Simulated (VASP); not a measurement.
# C (Fd-3m) in VASP: notebook

C is run at these levels: PBE+D3(BJ), RPBE, revPBE+D3(BJ); tasks: single point.

Program: VASP 6.6.1. These are calculated values, not measurements. Logs are shortened: lines on timing, memory, paths and dates and some standing lists are left out, and cuts for length are marked.

## Step 1: The cell of the first run

The structure is cubic, space group Fd-3m (No. 227). The conventional cell has a = 3.637 Å, b = 3.637 Å, c = 3.637 Å, α = 90.00°, β = 90.00°, γ = 90.00°. C (site symmetry -43m) has 4 C at 1.57 Å within 2.1 Å.

## Step 2: Single point, PBE+D3(BJ)

The input, INCAR:

```
PREC = Accurate
ENCUT = 520
EDIFF = 1E-6
ISMEAR = -1
SIGMA = 0.05
LREAL = False
LASPH = True
NELM = 100
ALGO = Normal
ISIF = 2
LWAVE = False
LCHARG = False
GGA = PE
IVDW = 12
NBANDS = 11
```

The input, KPOINTS:

```
Automatic mesh
0
Gamma
  13 13 13
```

The input, POSCAR:

```
C
1.0
    0.0000000000      1.8183469191      1.8183469191
    1.8183469191      0.0000000000      1.8183469191
    1.8183469191      1.8183469191      0.0000000000
C
2
Direct
    0.7500000000      0.7500000000      0.7500000000
    0.5000000000      0.5000000000      0.5000000000
```

Potentials or basis: VASP PAW PBE potentials, release 64 (C).

Started as:

```bash
$ cat potpaw_PBE.64/C/POTCAR > POTCAR
$ mpirun -np 1 vasp_std > vasp.out
```

OUTCAR:

```text
PREC = Accurate
   ENCUT = 520
   EDIFF = 1E-6
   ISMEAR = -1
   LREAL = False
   LASPH = True
   NELM = 100
   ISIF = 2
   GGA = PE
   IVDW = 12
 IVDW          = 12

 ion  position               nearest neighbor table
   1  0.750  0.750  0.750-   2 1.57   2 1.57   2 1.57   2 1.57
   2  0.500  0.500  0.500-   1 1.57   1 1.57   1 1.57   1 1.57

  LATTYP: Found a face centered cubic cell.
 ALAT       =     3.6366938382

  Lattice vectors:

 A1 = (   0.0000000000,   1.8183469191,   1.8183469191)
 A2 = (   1.8183469191,   0.0000000000,   1.8183469191)
 A3 = (   1.8183469191,   1.8183469191,   0.0000000000)

Analysis of symmetry for initial positions (statically):
=====================================================================
 Subroutine PRICEL returns:
 Original cell was already a primitive cell.

 Routine SETGRP: Setting up the symmetry group for a
 face centered cubic supercell.

 Subroutine GETGRP returns: Found 48 space group operations
 (whereof 24 operations were pure point group operations)
 out of a pool of 48 trial point group operations.

The static configuration has the point symmetry T_d .
 The point group associated with its full space group is O_h .

Analysis of symmetry for dynamics (positions and initial velocities):
=====================================================================
 Subroutine PRICEL returns:
 Original cell was already a primitive cell.

 Routine SETGRP: Setting up the symmetry group for a
 face centered cubic supercell.

 Subroutine GETGRP returns: Found 48 space group operations
 (whereof 24 operations were pure point group operations)
 out of a pool of 48 trial point group operations.

The dynamic configuration has the point symmetry T_d .
 The point group associated with its full space group is O_h .

 Subroutine INISYM returns: Found 48 space group operations
 (whereof 24 operations are pure point group operations),
 and found     1 'primitive' translations

----------------------------------------------------------------------------------------

                                     Primitive cell

  volume of cell :      12.0243

  direct lattice vectors                    reciprocal lattice vectors
     0.000000000  1.818346919  1.818346919    -0.274975031  0.274975031  0.274975031
     1.818346919  0.000000000  1.818346919     0.274975031 -0.274975031  0.274975031
     1.818346919  1.818346919  0.000000000     0.274975031  0.274975031 -0.274975031

  length of vectors
     2.571530874  2.571530874  2.571530874     0.476270724  0.476270724  0.476270724

  position of ions in fractional coordinates (direct lattice)
     0.750000000  0.750000000  0.750000000
     0.500000000  0.500000000  0.500000000

  ion indices of the primitive-cell ions
   primitive index   ion index
                 1           1
                 2           2

----------------------------------------------------------------------------------------

 KPOINTS: Automatic mesh

Automatic generation of k-mesh.
 Grid dimensions read from file:
 generate k-points for:   13   13   13

 Generating k-lattice:

  Cartesian coordinates                     Fractional coordinates (reciprocal lattice)
    -0.021151925  0.021151925  0.021151925     0.076923077  0.000000000  0.000000000
     0.021151925 -0.021151925  0.021151925     0.000000000  0.076923077  0.000000000
     0.021151925  0.021151925 -0.021151925     0.000000000  0.000000000  0.076923077

  Length of vectors
     0.036636210  0.036636210  0.036636210

  Shift w.r.t. Gamma in fractional coordinates (k-lattice)
     0.000000000  0.000000000  0.000000000

 Subroutine IBZKPT returns following result:
 ===========================================

 Found     84 irreducible k-points:

 Following reciprocal coordinates:
            Coordinates               Weight
  0.000000  0.000000  0.000000      1.000000
  0.076923  0.000000  0.000000      8.000000
  0.153846  0.000000  0.000000      8.000000
  0.230769  0.000000  0.000000      8.000000
  0.307692  0.000000  0.000000      8.000000
  0.384615  0.000000  0.000000      8.000000
[... 16 lines left out ...]
  0.384615  0.153846  0.000000     24.000000
  0.461538  0.153846  0.000000     24.000000
 [... further k-points ...]
   k-points           NKPTS =     84   k-points in BZ     NKDIM =     84   number of bands    NBANDS=     11
   number of dos      NEDOS =    301   number of ions     NIONS =      2
   total plane-waves  NPLWV =   8000
   dimension x,y,z NGX =    20 NGY =   20 NGZ =   20
   dimension x,y,z NGXF=    40 NGYF=   40 NGZF=   40
   ions per type =               2
   NGX,Y,Z   is equivalent  to a cutoff of  12.93, 12.93, 12.93 a.u.
   NGXF,Y,Z  is equivalent  to a cutoff of  25.86, 25.86, 25.86 a.u.
 SYSTEM =  unknown system
   PREC   = accura    normal or accurate (medium, high low for compatibility)
   ISTART =      0    job   : 0-new  1-cont  2-samecut
   ICHARG =      2    charge: 1-file 2-atom 10-const
   ISPIN  =      1    spin polarized calculation?
   LNONCOLLINEAR =      F non collinear calculations
   LSORBIT =      F    spin-orbit coupling
   LASPH  =      T    aspherical Exc in radial PAW
   ENCUT  =  520.0 eV  38.22 Ry    6.18 a.u.   4.78  4.78  4.78*2*pi/ulx,y,z
   NELM   =    100;   NELMIN=  2; NELMDL= -5     # of ELM steps
   EDIFF  = 0.1E-05   stopping-criterion for ELM
   LREAL  =      F    real-space projection
   EDIFFG = 0.1E-04   stopping-criterion for IOM
   NSW    =      0    number of steps for IOM
   IBRION =     -1    ionic relax: 0-MD 1-quasi-New 2-CG
   NFREE  =      0    steps in history (QN), initial steepest desc. (CG)
   ISIF   =      2    stress and relaxation
   ISYM   =      2    0-nonsym 1-usesym 2-fastsym
   POTIM  = 0.5000    time-step for ionic-motion
   TEBEG  =    0.0;   TEEND  =   0.0 temperature during run
   PSTRESS=    0.0 pullay stress
   NELECT =       8.0000    total number of electrons
   NUPDOWN=      -1.0000    fix difference up-down
   EMIN   =  10.00;   EMAX   =-10.00  energy-range for DOS
   EFERMI =   0.00;   METHOD = LEGACY
   ISMEAR =    -1;   SIGMA  =   0.05  broadening in eV -4-tet -1-fermi 0-gaus
   EFERMI_NEDOS =   21; number of points for ismear=-14 and -15
   IALGO  =     38    algorithm
   IMIX   =      4    mixing-type and parameters
     AMIX     =   0.40;   BMIX     =  1.00
     AMIX_MAG =   1.60;   BMIX_MAG =  1.00
  volume/ion in A,a.u.               =       6.01        40.57
  Fermi-wavevector in a.u.,A,eV,Ry     =   1.429173  2.700745 27.790375  2.042535
  Thomas-Fermi vector in A             =   2.549155
   LORBIT       =      0    0 simple, 1 ext, 2 COOP (PROOUT), +10 PAW based schemes
   GGA     = PE    functional components
   LHFCALC =     F    Hartree Fock is set to
   AEXX    =    0.0000 exact exchange contribution
   IVDW    =    12    specifies the selected vdW correction
   LEPSILON=     F    determine dielectric tensor
   LRPA    =     F    only Hartree local field effects (RPA)
 non-spin polarized calculation
  energy-cutoff  :      520.00
  volume of cell :       12.02
 maximum number of plane-waves:       332
   NGX =  9   NGY =  9   NGZ =  9

 number of electron       8.0000001 magnetization

 Free energy of the ion-electron system (eV)
  ---------------------------------------------------
  ext. energy  EPLUGINS =         0.00000000
  ---------------------------------------------------
  free energy    TOTEN  =       -18.14504910 eV

  energy without entropy =      -18.14504910  energy(sigma->0) =      -18.14504910

 E-fermi :   9.7900     XC(G=0): -12.9602

 val. band max:        8.9049962839   @ k =   0.0000   0.0000   0.0000
 cond. band min:      12.9223954181   @ k =   0.3846   0.3846   0.0000
 fundamental gap:      4.0173991342
 Fermi energy:         9.7900276709

 k-point     1 :       0.0000    0.0000    0.0000
  band No.  band energies     occupation
      1     -11.8048      2.00000
      2       8.9050      2.00000
      3       8.9050      2.00000
      4       8.9050      2.00000
      5      14.3350      0.00000
      6      14.3350      0.00000
      7      14.3350      0.00000
      8      20.9275      0.00000
      9      27.4721      0.00000
     10      34.8109      0.00000
     11      34.8109      0.00000

 k-point     2 :       0.0769    0.0000    0.0000
  band No.  band energies     occupation
      1     -11.6474      2.00000
      2       7.8877      2.00000
      3       8.6442      2.00000
      4       8.6442      2.00000
      5      14.6769      0.00000
      6      14.6769      0.00000
      7      14.9045      0.00000
      8      21.1029      0.00000
      9      27.7425      0.00000
     10      32.9462      0.00000
     11      32.9462      0.00000

 k-point     3 :       0.1538    0.0000    0.0000
  band No.  band energies     occupation
      1     -11.1769      2.00000
      2       5.7120      2.00000
      3       8.0521      2.00000
      4       8.0521      2.00000
      5      15.4571      0.00000
      6      15.4571      0.00000
      7      15.7985      0.00000
      8      21.6225      0.00000
      9      28.3485      0.00000
     10      31.4274      0.00000
     11      31.4274      0.00000
[... 267 lines left out ...]
 k-point    23 :       0.3846    0.1538    0.0000
  band No.  band energies     occupation
      1      -8.3774      2.00000
      2       0.2639      2.00000
      3       5.2599      2.00000
      4       5.3154      2.00000
      5      15.3272      0.00000
      6      18.9569      0.00000
      7      19.1909      0.00000
      8      21.0775      0.00000
      9      29.3981      0.00000
     10      29.8866      0.00000
     11      35.1381      0.00000

 k-point    24 :       0.4615    0.1538    0.0000
  band No.  band energies     occupation
      1      -7.0191      2.00000
      2      -1.8690      2.00000
      3       4.6572      2.00000
      4       5.2195      2.00000
      5      15.7521      0.00000
      6      19.0776      0.00000
      7      19.0928      0.00000
      8      22.2745      0.00000
      9      28.8167      0.00000
     10      31.1644      0.00000
     11      35.1573      0.00000

 [... further k-points ...]

------------------------ aborting loop because EDIFF is reached ----------------------------------------

 Edisp (eV)   -0.36108

 E8    (eV) :    -0.1041

  FORCE on cell =-STRESS in cart. coord.  units (eV):
  Direction    XX          YY          ZZ          XY          YZ          ZX
  --------------------------------------------------------------------------------------
  -------------------------------------------------------------------------------------
  Total      -1.91484    -1.91484    -1.91484     0.00000     0.00000     0.00000
  in kB    -255.14285  -255.14285  -255.14285     0.00000     0.00000     0.00000
  external pressure =     -255.14 kB  Pullay stress =        0.00 kB

 VOLUME and BASIS-vectors are now :
 -----------------------------------------------------------------------------
  energy-cutoff  :      520.00
  volume of cell :       12.02
      direct lattice vectors                 reciprocal lattice vectors
     0.000000000  1.818346919  1.818346919    -0.274975031  0.274975031  0.274975031
     1.818346919  0.000000000  1.818346919     0.274975031 -0.274975031  0.274975031
     1.818346919  1.818346919  0.000000000     0.274975031  0.274975031 -0.274975031

 POSITION                                       TOTAL-FORCE (eV/Angst)
 -----------------------------------------------------------------------------------
      2.72752      2.72752      2.72752         0.000000      0.000000      0.000000
      1.81835      1.81835      1.81835        -0.000000     -0.000000     -0.000000
 -----------------------------------------------------------------------------------
    total drift:                                0.000000     -0.000000      0.000000

  FREE ENERGIE OF THE ION-ELECTRON SYSTEM (eV)
  ---------------------------------------------------
  free  energy   TOTEN  =       -18.5061266605 eV

  energy  without entropy=      -18.5061266604  energy(sigma->0) =      -18.50612666
```

It took 4.4 s on 1 thread of Intel Xeon 6975P-C (Granite Rapids), shared host; peak memory 0.13 GiB.

What came out:

| Quantity | Value |
| --- | --- |
| Free energy | -18.5061 eV |
| Pressure | -25.5 GPa |
| Band gap on the k mesh | 4.02 eV, indirect (least direct gap 5.43 eV) |
| Dispersion energy per atom | -0.181 eV |

Levels at points of the mesh, in eV from the valence-band top:
```csv
k point,band 1,band 2,band 3,band 4,band 5,band 6,band 7,band 8
"(0.00, 0.00, 0.00)",-20.71,0.00,0.00,0.00,5.43,5.43,5.43,12.02
```

A k mesh can miss the band edges. Expect the measured gap to be larger: semilocal functionals such as PBE lack the derivative discontinuity.

## Step 3: Single point, RPBE

The input, INCAR:

```
PREC = Accurate
ENCUT = 520
EDIFF = 1E-7
ISMEAR = -1
SIGMA = 0.05
LREAL = F
LASPH = T
NELM = 100
ALGO = Normal
ISIF = 2
LWAVE = F
LCHARG = F
GGA = RP
NBANDS = 11
```

The input, KPOINTS:

```
regular mesh
0
Gamma
  13 13 13
```

POSCAR is that of step 2.

Potentials or basis: VASP PAW PBE potentials, release 64 (C).

Started as:

```bash
$ cat potpaw_PBE.64/C/POTCAR > POTCAR
$ mpirun -np 1 vasp_std > vasp.out
```

It took 4.9 s on 1 thread of Intel Xeon 6975P-C (Granite Rapids), shared host; peak memory 0.12 GiB.

Results (log left out):

| Property | Result |
| --- | --- |
| Free energy | -17.2132 eV |
| Pressure | -15.1 GPa |
| Band gap on the k mesh | 4.02 eV, indirect (least direct gap 5.44 eV) |

Levels at points of the mesh, in eV from the valence-band top:
| k point | band 1 | band 2 | band 3 | band 4 | band 5 | band 6 | band 7 | band 8 |
| --- | --- | --- | --- | --- | --- | --- | --- | --- |
| (0.00, 0.00, 0.00) | -20.78 | 0.00 | 0.00 | 0.00 | 5.44 | 5.44 | 5.44 | 11.96 |

Caveat: the PAW data sets were made with another functional, which shifts forces and pressure a little.

## Step 4: Single point, revPBE+D3(BJ)

The input, INCAR:

```
SYSTEM = C
  PREC = Accurate
  ENCUT = 520
  EDIFF = 1E-7
  ISMEAR = -1
  SIGMA = 0.05
  LREAL = .False.
  LASPH = .True.
  NELM = 60
  ALGO = Normal
  ISIF = 2
  LWAVE = .False.
  LCHARG = .False.
  GGA = RE
  IVDW = 12
  NBANDS = 11
```

The input, KPOINTS:

```
regular mesh
0
Gamma
  13 13 13
  0 0 0
```

POSCAR is that of step 3.

Started as:

```bash
$ cat potpaw_PBE.64/C/POTCAR > POTCAR
$ mpirun -np 1 vasp_std > vasp.out
```

Wall time 4.5 s (1 thread of Intel Xeon 6975P-C (Granite Rapids), shared host); peak memory 0.13 GiB.

The run converged. Its results:

| Property | Result |
| --- | --- |
| Free energy | -18.1017 eV |
| Pressure | -26.3 GPa |
| Band gap on the k mesh | 4.01 eV, indirect (least direct gap 5.43 eV) |
| Dispersion energy per atom | -0.374 eV |

Levels at points of the mesh, in eV from the valence-band top:
| k point | band 2 | band 3 | band 4 | band 5 | band 6 | band 7 |
| --- | --- | --- | --- | --- | --- | --- |
| (0.00, 0.00, 0.00) | 0.00 | 0.00 | 0.00 | 5.43 | 5.43 | 5.43 |

Caveat: the PAW data sets were made with another functional, which shifts forces and pressure a little. A k mesh can miss the band edges.

## Step 5: The runs side by side

| level | gap on the mesh (eV) | pressure (GPa) |
| --- | --- | --- |
| PBE+D3(BJ) | 4.02 | -25.5 |
| RPBE | 4.02 | -15.1 |
| revPBE+D3(BJ) | 4.01 | -26.3 |

Alike in all rows: task single point; potentials or basis VASP PAW PBE potentials, release 64 (C); no spin polarisation; cell as given; k mesh 13 × 13 × 13; cutoff (eV) 520; smearing fermi-dirac 0.05 eV.

On the cell as given the gap runs from 4.01 eV (revPBE+D3(BJ)) to 4.02 eV (RPBE). The pressure there spans -26.3 GPa (revPBE+D3(BJ)) to -15.1 GPa (RPBE); a positive pressure means that this level wants a larger cell, a negative one a smaller.

Caveats: the PAW data sets were made with another functional, which shifts forces and pressure a little (some runs).

Total energies depend on the potentials used, so only differences within one code and one set of settings carry meaning.
